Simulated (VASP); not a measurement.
# FeSi (P2_13) in VASP: relaxation of cell and atoms with PBE

Aim: the relaxation of cell and atoms of FeSi with PBE.

Everything below comes from runs of VASP 6.6.1. Logs are shortened: lines on timing, memory, paths and dates and some standing lists are left out, and cuts for length are marked.

## (1) The cell of the first run

The structure is cubic, space group P2_13 (No. 198). The conventional cell has a = 4.551 Å, b = 4.551 Å, c = 4.551 Å, α = 90.00°, β = 90.00°, γ = 90.00°. Fe (site symmetry 3) has 7 Si at 2.32 to 2.55 Å and 6 Fe at 2.79 Å within 3.1 Å. Within 3.1 Å of Si (site symmetry 3) lie 7 Fe at 2.32 to 2.55 Å and 6 Si at 2.82 Å.

## (2) Relaxation of cell and atoms, PBE

Input file INCAR:

```
SYSTEM = FeSi
ALGO     = Normal         ! electronic algorithm
EDIFF    = 1E-6           ! SCF threshold, eV
EDIFFG   = -0.003         ! ionic threshold
ENCUT    = 600            ! plane-wave cutoff, eV
GGA      = PE             ! functional
IBRION   = 2              ! ionic algorithm
ISIF     = 3              ! what is computed and relaxed
ISMEAR   = 0              ! smearing method
LASPH    = .True.         ! aspherical terms in the spheres
LCHARG   = .False.        ! write CHGCAR
LREAL    = .False.        ! projectors in reciprocal space
LWAVE    = .False.        ! write WAVECAR
NELM     = 80             ! most SCF steps
NSW      = 80             ! ionic steps
PREC     = Accurate       ! precision mode
SIGMA    = 0.01           ! smearing width, eV
```

Input file KPOINTS:

```
k-points
0
Gamma
  8 8 8
  0 0 0
```

Input file POSCAR:

```
FeSi
1.0
    4.5507000000      0.0000000000      0.0000000000
    0.0000000000      4.5507000000      0.0000000000
    0.0000000000      0.0000000000      4.5507000000
Fe Si
4 4
Direct
    0.1365200000      0.1365200000      0.1365200000
    0.3634800000      0.8634800000      0.6365200000
    0.6365200000      0.3634800000      0.8634800000
    0.8634800000      0.6365200000      0.3634800000
    0.8424000000      0.8424000000      0.8424000000
    0.6576000000      0.1576000000      0.3424000000
    0.3424000000      0.6576000000      0.1576000000
    0.1576000000      0.3424000000      0.6576000000
```

Potentials or basis: VASP PAW PBE potentials, release 64 (Fe, Si).

The run is started by

```console
$ cat potpaw_PBE.64/Fe/POTCAR potpaw_PBE.64/Si/POTCAR > POTCAR
$ mpirun -np 1 vasp_std > vasp.out
```

OUTCAR:

```text
SYSTEM = FeSi
   EDIFF = 1E-6
   EDIFFG = -0.003
   ENCUT = 600
   GGA = PE
   IBRION = 2
   ISIF = 3
   ISMEAR = 0
   LASPH = .True.
   LREAL = .False.
   NELM = 80
   NSW = 80
   PREC = Accurate

 ion  position               nearest neighbor table
   1  0.137  0.137  0.137-   5 2.32   6 2.37   7 2.37   8 2.37   7 2.55   8 2.55   6 2.55   3 2.79
                             4 2.79   2 2.79   2 2.79   4 2.79   3 2.79
   2  0.363  0.863  0.637-   6 2.32   5 2.37   7 2.37   8 2.37   7 2.55   8 2.55   5 2.55   1 2.79
                             1 2.79   3 2.79   3 2.79   4 2.79   4 2.79
   3  0.637  0.363  0.863-   7 2.32   6 2.37   5 2.37   8 2.37   8 2.55   6 2.55   5 2.55   1 2.79
                             4 2.79   2 2.79   2 2.79   4 2.79   1 2.79
   4  0.863  0.637  0.363-   8 2.32   6 2.37   7 2.37   5 2.37   6 2.55   5 2.55   7 2.55   1 2.79
                             3 2.79   2 2.79   1 2.79   2 2.79   3 2.79
   5  0.842  0.842  0.842-   1 2.32   2 2.37   3 2.37   4 2.37   3 2.55   4 2.55   2 2.55   6 2.82
                             7 2.82   8 2.82   6 2.82   8 2.82   7 2.82
   6  0.658  0.158  0.342-   2 2.32   1 2.37   3 2.37   4 2.37   3 2.55   4 2.55   1 2.55   8 2.82
                             5 2.82   5 2.82   7 2.82   7 2.82   8 2.82
   7  0.342  0.658  0.158-   3 2.32   2 2.37   1 2.37   4 2.37   4 2.55   2 2.55   1 2.55   8 2.82
                             5 2.82   8 2.82   6 2.82   6 2.82   5 2.82
   8  0.158  0.342  0.658-   4 2.32   2 2.37   3 2.37   1 2.37   2 2.55   1 2.55   3 2.55   7 2.82
                             5 2.82   7 2.82   5 2.82   6 2.82   6 2.82

  LATTYP: Found a simple cubic cell.
 ALAT       =     4.5507000000

  Lattice vectors:

 A1 = (   4.5507000000,   0.0000000000,   0.0000000000)
 A2 = (   0.0000000000,   4.5507000000,   0.0000000000)
 A3 = (   0.0000000000,   0.0000000000,   4.5507000000)

Analysis of symmetry for initial positions (statically):
=====================================================================
 Subroutine PRICEL returns:
 Original cell was already a primitive cell.

 Routine SETGRP: Setting up the symmetry group for a
 simple cubic supercell.

 Subroutine GETGRP returns: Found 12 space group operations
 (whereof  3 operations were pure point group operations)
 out of a pool of 48 trial point group operations.

The static configuration has the point symmetry C_3 .
 The point group associated with its full space group is T   .

Analysis of symmetry for dynamics (positions and initial velocities):
=====================================================================
 Subroutine PRICEL returns:
 Original cell was already a primitive cell.

 Routine SETGRP: Setting up the symmetry group for a
 simple cubic supercell.

 Subroutine GETGRP returns: Found 12 space group operations
 (whereof  3 operations were pure point group operations)
 out of a pool of 48 trial point group operations.

The dynamic configuration has the point symmetry C_3 .
 The point group associated with its full space group is T   .

 Subroutine INISYM returns: Found 12 space group operations
 (whereof  3 operations are pure point group operations),
 and found     1 'primitive' translations

----------------------------------------------------------------------------------------

                                     Primitive cell

  volume of cell :      94.2399

  direct lattice vectors                    reciprocal lattice vectors
     4.550700000  0.000000000  0.000000000     0.219746413  0.000000000  0.000000000
     0.000000000  4.550700000  0.000000000     0.000000000  0.219746413  0.000000000
     0.000000000  0.000000000  4.550700000     0.000000000  0.000000000  0.219746413

  length of vectors
     4.550700000  4.550700000  4.550700000     0.219746413  0.219746413  0.219746413

  position of ions in fractional coordinates (direct lattice)
     0.136520000  0.136520000  0.136520000
     0.363480000  0.863480000  0.636520000
     0.636520000  0.363480000  0.863480000
     0.863480000  0.636520000  0.363480000
     0.842400000  0.842400000  0.842400000
     0.657600000  0.157600000  0.342400000
     0.342400000  0.657600000  0.157600000
     0.157600000  0.342400000  0.657600000

  ion indices of the primitive-cell ions
   primitive index   ion index
                 1           1
                 2           2
                 3           3
                 4           4
                 5           5
                 6           6
                 7           7
                 8           8

----------------------------------------------------------------------------------------

 KPOINTS: k-points

Automatic generation of k-mesh.
 Grid dimensions read from file:
 generate k-points for:    8    8    8

 Generating k-lattice:

  Cartesian coordinates                     Fractional coordinates (reciprocal lattice)
     0.027468302  0.000000000  0.000000000     0.125000000  0.000000000  0.000000000
     0.000000000  0.027468302  0.000000000     0.000000000  0.125000000  0.000000000
     0.000000000  0.000000000  0.027468302     0.000000000  0.000000000  0.125000000

  Length of vectors
     0.027468302  0.027468302  0.027468302

  Shift w.r.t. Gamma in fractional coordinates (k-lattice)
     0.000000000  0.000000000  0.000000000

 Subroutine IBZKPT returns following result:
 ===========================================

 Found     45 irreducible k-points:

 Following reciprocal coordinates:
            Coordinates               Weight
  0.000000  0.000000  0.000000      1.000000
  0.125000  0.000000  0.000000      6.000000
  0.250000  0.000000  0.000000      6.000000
  0.375000  0.000000  0.000000      6.000000
  0.500000  0.000000  0.000000      3.000000
  0.125000  0.125000  0.000000     12.000000
[... 16 lines left out ...]
  0.250000  0.125000  0.125000     24.000000
  0.375000  0.125000  0.125000     24.000000
 [... further k-points ...]
   k-points           NKPTS =     45   k-points in BZ     NKDIM =     45   number of bands    NBANDS=     29
   number of dos      NEDOS =    301   number of ions     NIONS =      8
   total plane-waves  NPLWV =  46656
   dimension x,y,z NGX =    36 NGY =   36 NGZ =   36
   dimension x,y,z NGXF=    72 NGYF=   72 NGZF=   72
   ions per type =               4   4
   NGX,Y,Z   is equivalent  to a cutoff of  13.15, 13.15, 13.15 a.u.
   NGXF,Y,Z  is equivalent  to a cutoff of  26.30, 26.30, 26.30 a.u.
 SYSTEM =  FeSi
   PREC   = accura    normal or accurate (medium, high low for compatibility)
   ISTART =      0    job   : 0-new  1-cont  2-samecut
   ICHARG =      2    charge: 1-file 2-atom 10-const
   ISPIN  =      1    spin polarized calculation?
   LNONCOLLINEAR =      F non collinear calculations
   LSORBIT =      F    spin-orbit coupling
   LASPH  =      T    aspherical Exc in radial PAW
   ENCUT  =  600.0 eV  44.10 Ry    6.64 a.u.   9.09  9.09  9.09*2*pi/ulx,y,z
   NELM   =     80;   NELMIN=  2; NELMDL= -5     # of ELM steps
   EDIFF  = 0.1E-05   stopping-criterion for ELM
   LREAL  =      F    real-space projection
   EDIFFG = -.3E-02   stopping-criterion for IOM
   NSW    =     80    number of steps for IOM
   IBRION =      2    ionic relax: 0-MD 1-quasi-New 2-CG
   NFREE  =      1    steps in history (QN), initial steepest desc. (CG)
   ISIF   =      3    stress and relaxation
   ISYM   =      2    0-nonsym 1-usesym 2-fastsym
   POTIM  = 0.5000    time-step for ionic-motion
   TEBEG  =    0.0;   TEEND  =   0.0 temperature during run
   PSTRESS=    0.0 pullay stress
   NELECT =      48.0000    total number of electrons
   NUPDOWN=      -1.0000    fix difference up-down
   EMIN   =  10.00;   EMAX   =-10.00  energy-range for DOS
   EFERMI =   0.00;   METHOD = LEGACY
   ISMEAR =     0;   SIGMA  =   0.01  broadening in eV -4-tet -1-fermi 0-gaus
   EFERMI_NEDOS =   21; number of points for ismear=-14 and -15
   IALGO  =     38    algorithm
   IMIX   =      4    mixing-type and parameters
     AMIX     =   0.40;   BMIX     =  1.00
     AMIX_MAG =   1.60;   BMIX_MAG =  1.00
  volume/ion in A,a.u.               =      11.78        79.50
  Fermi-wavevector in a.u.,A,eV,Ry     =   1.307406  2.470639 23.256570  1.709310
  Thomas-Fermi vector in A             =   2.438142
   LORBIT       =      0    0 simple, 1 ext, 2 COOP (PROOUT), +10 PAW based schemes
   GGA     = PE    functional components
   LHFCALC =     F    Hartree Fock is set to
   AEXX    =    0.0000 exact exchange contribution
   IVDW    =     0    specifies the selected vdW correction
   LEPSILON=     F    determine dielectric tensor
   LRPA    =     F    only Hartree local field effects (RPA)
 conjugate gradient relaxation of ions
 non-spin polarized calculation
 Gauss-broadening in eV      SIGMA  =   0.01
  energy-cutoff  :      600.00
  volume of cell :       94.24
 maximum number of plane-waves:      3178
   NGX = 19   NGY = 19   NGZ = 19

--------------------------------------- Ionic step        1  -------------------------------------------

 number of electron      47.9999995 magnetization

 Free energy of the ion-electron system (eV)
  ---------------------------------------------------
  ext. energy  EPLUGINS =         0.00000000
  ---------------------------------------------------
  free energy    TOTEN  =       -58.49056078 eV

  energy without entropy =      -58.49056078  energy(sigma->0) =      -58.49056078

------------------------ aborting loop because EDIFF is reached ----------------------------------------

  FORCE on cell =-STRESS in cart. coord.  units (eV):
  Direction    XX          YY          ZZ          XY          YZ          ZX
  --------------------------------------------------------------------------------------
  -------------------------------------------------------------------------------------
  Total       -8.0833733     -8.0833733     -8.0833733     -0.0000000     -0.0000000     -0.0000000
  in kB     -137.4259031   -137.4259031   -137.4259031     -0.0000000     -0.0000000     -0.0000000
  external PRESSURE =    -137.4259031 kB  Pullay stress =       0.0000000 kB
[... 29 lines left out ...]
--------------------------------------- Ionic step        2  -------------------------------------------

 number of electron      48.0000004 magnetization

 E-fermi :  10.8795     XC(G=0): -13.2076

 val. band max:       10.7999555155   @ k =  -0.1250   0.3750   0.0000
 cond. band min:      10.9857809186   @ k =   0.3750   0.1250   0.1250
 fundamental gap:      0.1858254031
 Fermi energy:        10.8794720678

 k-point     1 :       0.0000    0.0000    0.0000
  band No.  band energies     occupation
      1      -3.0799      2.00000
      2       2.5507      2.00000
      3       2.5507      2.00000
      4       2.5507      2.00000
      5       5.4304      2.00000
      6       5.4304      2.00000
[... 836 lines left out ...]
  FREE ENERGIE OF THE ION-ELECTRON SYSTEM (eV)
  ---------------------------------------------------
  free  energy   TOTEN  =       -58.7806327325 eV

  energy  without entropy=      -58.7806327325  energy(sigma->0) =      -58.78063273

[... ionic steps 4 to 9 ...]

--------------------------------------- Ionic step       10  -------------------------------------------

 number of electron      48.0000017 magnetization

------------------------ aborting loop because EDIFF is reached ----------------------------------------
[... 79 lines left out ...]
--------------------------------------- Ionic step       12  -------------------------------------------

 number of electron      48.0000018 magnetization

 Free energy of the ion-electron system (eV)
  ---------------------------------------------------
  ext. energy  EPLUGINS =         0.00000000
  ---------------------------------------------------
  free energy    TOTEN  =       -58.78277644 eV

  energy without entropy =      -58.78277644  energy(sigma->0) =      -58.78277644

 E-fermi :   9.8161     XC(G=0): -12.7991

 val. band max:        9.7223167594   @ k =  -0.1250   0.3750   0.0000
 cond. band min:       9.8821702408   @ k =   0.2500   0.2500   0.0000
 fundamental gap:      0.1598534814
 Fermi energy:         9.8161365059

 k-point     1 :       0.0000    0.0000    0.0000
  band No.  band energies     occupation
      1      -3.5191      2.00000
      2       1.8360      2.00000
      3       1.8360      2.00000
      4       1.8360      2.00000
      5       4.6725      2.00000
      6       4.6725      2.00000
[... 794 lines left out ...]
  FREE ENERGIE OF THE ION-ELECTRON SYSTEM (eV)
  ---------------------------------------------------
  free  energy   TOTEN  =       -58.7827764396 eV

  energy  without entropy=      -58.7827764396  energy(sigma->0) =      -58.78277644

 reached required accuracy - stopping structural energy minimisation
```

It took 9.1 min on 1 thread of Intel Xeon Platinum 8259CL at 2.50GHz (Skylake/Cascade Lake), shared host; peak memory 0.29 GiB.

Results:

| Quantity | Value |
| --- | --- |
| Free energy | -58.7828 eV |
| Relaxed volume | 11.00 Å³/atom |
| Relaxed cell | a = 4.448 Å, b = 4.448 Å, c = 4.448 Å, α = 90.00°, β = 90.00°, γ = 90.00° |
| Space group after relaxing (to 0.1 Å) | P2_13 (No. 198) |
| Energy gained by relaxing | 36.5 meV/atom |
| Ionic steps | 12 |
| Pressure after relaxing | 0.0 GPa |
| Band gap on the k mesh | 0.16 eV (least direct gap 0.17 eV) |

Forces on the atoms (eV/Å):
```
Fe   0.001  0.001  0.001
Fe  -0.001 -0.001  0.001
Fe   0.001 -0.001 -0.001
Fe  -0.001  0.001 -0.001
Si   0.000  0.000  0.000
Si   0.000  0.000  0.000
Si   0.000  0.000  0.000
Si   0.000  0.000  0.000
```

The path:
```tsv
step	energy change (eV)	largest force (eV/Å)	pressure (GPa)	volume (Å³)
1	0.0000	0.2828	-13.74	94.24
2	0.1786	0.5248	23.10	81.12
3	-0.2901	0.1231	-0.24	88.12
4	-0.2902	0.1190	0.06	88.00
5	-0.2921	0.0274	0.06	88.00
6	-0.2922	0.0043	0.04	88.00
7	-0.2922	0.0056	0.05	88.00
8	-0.2922	0.0023	-0.06	88.04
9	-0.2922	0.0031	-0.01	88.02
10	-0.2922	0.0047	0.03	88.02
11	-0.2922	0.0032	-0.02	88.02
12	-0.2922	0.0024	0.03	88.01
```

Final structure:
```
CELL_PARAMETERS angstrom
4.44805 0.00000 0.00000
0.00000 4.44805 0.00000
0.00000 0.00000 4.44805
ATOMIC_POSITIONS crystal
Fe 0.13635 0.13635 0.13635
Fe 0.36365 0.86365 0.63635
Fe 0.63635 0.36365 0.86365
Fe 0.86365 0.63635 0.36365
Si 0.84077 0.84077 0.84077
Si 0.65923 0.15923 0.34077
Si 0.34077 0.65923 0.15923
Si 0.15923 0.34077 0.65923
```
